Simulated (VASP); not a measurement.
# Si24NO47 (a cell with a defect) in VASP: further runs, part 2 of 2

VASP 6.6.1. Earlier steps stand in the parts before.

## (3) Single point, PBEsol, collinear spin

The input, INCAR:

```
SYSTEM = Si24NO47
ALGO = Normal
EDIFF = 1E-6
ENCUT = 520
GGA = PS
GGA_COMPAT = .FALSE.
ISIF = 2
ISMEAR = -1
ISPIN = 2
ISYM = -1
LASPH = .TRUE.
LCHARG = .FALSE.
LORBIT = 11
LREAL = Auto
LWAVE = .FALSE.
MAGMOM = 0 0 0 0 0 0 0 0 0 0 0 0 0.667 0 0 0 0 0.667 0 0 0 0 0 0 0 0 0 0 0 0 0 0 0 0 0 0 0 0 0 0 0 0 0 0 0 0 0 0 0 0 0 0 0 0 0 0 0 0 0 0 0 0 0 0 0 0 0 0 0 0 0 0.667
NBANDS = 238
NELECT = 382.0
NELM = 200
PREC = Accurate
SIGMA = 0.05
```

The input, KPOINTS:

```
explicit points
1
Reciprocal
  0.25000000   0.25000000   0.25000000 1
```

The input, POSCAR:

```
Si24NO47
1.0
    9.9016390000      0.0000000000      0.0000000000
   -4.9508190000      8.5750710000      0.0000000000
    0.0000000000      0.0000000000     10.8858800000
Si O N
24 47 1
Direct
    0.2315380000      0.9983020000      0.1624020000
    0.2380500000      0.9958720000      0.6695160000
    0.2382780000      0.5002950000      0.1659610000
    0.2327280000      0.5040790000      0.6708220000
    0.7306130000      0.9987070000      0.1648720000
    0.7377570000      0.0007950000      0.6678250000
    0.7438590000      0.5061330000      0.1629070000
    0.7338080000      0.5012990000      0.6673770000
    0.9943070000      0.2348350000      0.3301910000
    0.0018880000      0.2344040000      0.8348340000
    0.0015780000      0.7377480000      0.3345870000
    0.9992320000      0.7331510000      0.8345190000
    0.5098370000      0.2297940000      0.3207650000
    0.5025610000      0.2358390000      0.8328460000
    0.5001820000      0.7340780000      0.3330980000
    0.5016760000      0.7377640000      0.8336480000
    0.2692170000      0.2679280000      0.9986880000
    0.2466310000      0.2608190000      0.5076430000
    0.2638750000      0.7620940000      0.9993890000
    0.2665460000      0.7660740000      0.4997490000
    0.7668570000      0.2649720000      0.9995160000
    0.7685050000      0.2682490000      0.5037230000
    0.7665370000      0.7677830000      0.9984620000
    0.7649630000      0.7656700000      0.5001480000
    0.2100030000      0.1377650000      0.1078310000
    0.2090510000      0.1315840000      0.6106400000
    0.2086240000      0.6342060000      0.1089810000
    0.2045930000      0.6356820000      0.6080590000
    0.7014150000      0.1336530000      0.1077520000
    0.7125290000      0.1377070000      0.6098640000
    0.7095720000      0.6360690000      0.1058360000
    0.7038250000      0.6334740000      0.6070800000
    0.3701140000      0.0689530000      0.2679670000
    0.3684610000      0.0714910000      0.7761200000
    0.3669650000      0.5697220000      0.2754610000
    0.3671410000      0.5753680000      0.7744860000
    0.8603200000      0.0724770000      0.2736590000
    0.8707620000      0.0722290000      0.7737820000
    0.8698320000      0.5755830000      0.2732770000
    0.8624520000      0.5719000000      0.7760860000
    0.4316070000      0.2948090000      0.9410460000
    0.4280400000      0.7918980000      0.4413750000
    0.4276650000      0.7950570000      0.9407550000
    0.9275760000      0.2997430000      0.4371130000
    0.9290910000      0.2888590000      0.9446050000
    0.9278710000      0.7938240000      0.4424100000
    0.9298370000      0.7970930000      0.9404210000
    0.1211260000      0.1990250000      0.3980750000
    0.1390720000      0.2087450000      0.8906690000
    0.1365010000      0.7100940000      0.3919460000
    0.1306040000      0.7006310000      0.8935590000
    0.6318800000      0.2037100000      0.3979670000
    0.6392190000      0.2106700000      0.8900200000
    0.6348960000      0.7063540000      0.3916390000
    0.6348180000      0.7076580000      0.8917990000
    0.0759400000      0.3636320000      0.2236590000
    0.0710600000      0.3681650000      0.7285180000
    0.0726830000      0.8710890000      0.2282950000
    0.0747510000      0.8625180000      0.7257250000
    0.5801040000      0.3670330000      0.2212960000
    0.5698950000      0.3636970000      0.7222690000
    0.5692430000      0.8641810000      0.2247230000
    0.5743660000      0.8692290000      0.7265820000
    0.2984110000      0.4302690000      0.0579950000
    0.2882810000      0.4267680000      0.5623900000
    0.2888960000      0.9248250000      0.0562710000
    0.2983240000      0.9301340000      0.5587070000
    0.8002100000      0.4297940000      0.0578660000
    0.7935300000      0.4302790000      0.5589330000
    0.7928190000      0.9290790000      0.0582840000
    0.7941900000      0.9284350000      0.5587360000
    0.4107690000      0.2827420000      0.4274630000
```

Potentials or basis: VASP PAW PBE potentials, release 64 (Si, O, N).

Started as:

```sh
> cat potpaw_PBE.64/Si/POTCAR potpaw_PBE.64/O/POTCAR potpaw_PBE.64/N/POTCAR > POTCAR
> mpirun -np 1 vasp_std > vasp.out
```

Wall time 13 min (1 thread of Intel Xeon 6975P-C (Granite Rapids), shared host); peak memory 1.5 GiB.

It converged, with:

```
Free energy                                           : -591.7550 eV
Largest force                                         : 0.124 eV/Å
Net moment                                            : 2.00 μB per cell
Site moments                                          : Si -0.00, +0.00, -0.02 (each value once); O +0.00, +0.06, +0.10, +0.01, +0.08, +0.05, +0.03 (each value once); N +1.03 μB
Valence electrons inside the program's atomic spheres : Si 1.64, 1.67 (each value once); O 5.22, 5.21, 5.19, 5.20 (each value once); N 3.62
```

Forces in eV/Å, atoms in the order of the input:
```
Si   0.028  0.016  0.036
Si  -0.045  0.024 -0.027
Si  -0.021 -0.012  0.020
Si  -0.006 -0.010 -0.039
Si  -0.013  0.014  0.023
Si  -0.011  0.016 -0.030
Si  -0.024 -0.043  0.014
Si  -0.011 -0.001 -0.008
Si   0.040 -0.023  0.027
Si   0.010 -0.014  0.001
Si   0.010 -0.014 -0.008
Si   0.010 -0.013 -0.006
Si  -0.087  0.005  0.081
Si   0.008 -0.015 -0.014
Si   0.007 -0.013  0.006
Si   0.007 -0.022  0.001
Si   0.016  0.000  0.017
Si   0.107 -0.003 -0.063
Si  -0.024  0.035  0.019
Si   0.016  0.025 -0.008
Si  -0.004  0.026  0.019
Si  -0.011  0.022 -0.048
Si   0.019  0.014  0.020
Si   0.010  0.000 -0.018
O   -0.028  0.032 -0.013
O    0.007 -0.028  0.042
O   -0.015  0.014  0.004
O   -0.019  0.012  0.011
O   -0.029  0.015  0.006
O   -0.004 -0.016  0.029
O   -0.028  0.024 -0.007
O   -0.024  0.010  0.008
O   -0.021 -0.048 -0.024
O    0.013 -0.013  0.024
O    0.002 -0.030  0.009
O    0.007 -0.001  0.024
O   -0.014 -0.029 -0.007
O    0.005 -0.020  0.011
O    0.008 -0.017  0.019
O    0.002 -0.010  0.018
O    0.023  0.009  0.008
O    0.015  0.006  0.011
O    0.023  0.011  0.000
O    0.007  0.015  0.019
O    0.022  0.007  0.004
O    0.012  0.009  0.017
O    0.014  0.019  0.012
O   -0.028 -0.008 -0.042
O    0.007 -0.009 -0.017
O    0.017 -0.014 -0.007
O    0.017 -0.016 -0.015
O    0.051 -0.002  0.020
O    0.018 -0.014 -0.006
O    0.024 -0.013 -0.003
O    0.007 -0.005 -0.019
O   -0.010  0.006 -0.017
O   -0.020 -0.020 -0.003
O   -0.024 -0.019 -0.005
O   -0.021 -0.020  0.004
O   -0.003  0.024 -0.023
O   -0.019 -0.015 -0.003
O   -0.019 -0.005 -0.021
O   -0.019 -0.015  0.000
O    0.006  0.020 -0.014
O   -0.018  0.054  0.015
O    0.011 -0.004 -0.031
O    0.009  0.017 -0.010
O    0.013  0.008 -0.016
O   -0.013  0.028 -0.001
O    0.002  0.008 -0.025
O   -0.010  0.027  0.009
N    0.014  0.005 -0.011
```

Levels at points of the mesh, in eV from the Fermi level:
Spin up:
| k point | band 189 | band 190 | band 191 | band 192 | band 193 | band 194 | band 195 | band 196 |
| --- | --- | --- | --- | --- | --- | --- | --- | --- |
| (0.25, 0.25, 0.25) | -0.45 | -0.42 | -0.38 | -0.36 | 6.16 | 6.82 | 6.85 | 7.05 |
Spin down:
| k point | band 186 | band 187 | band 188 | band 189 | band 190 | band 191 | band 192 | band 193 | band 194 | band 195 |
| --- | --- | --- | --- | --- | --- | --- | --- | --- | --- | --- |
| (0.25, 0.25, 0.25) | -0.49 | -0.45 | -0.41 | -0.38 | -0.36 | 0.29 | 0.38 | 6.19 | 6.83 | 6.89 |

Caveat: the cell carries a net charge on a neutralising background, which shifts energy and pressure; the cell is charged against a uniform background, so pressure and absolute levels hang on convention; the PAW data sets were made with another functional, which shifts forces and pressure a little.
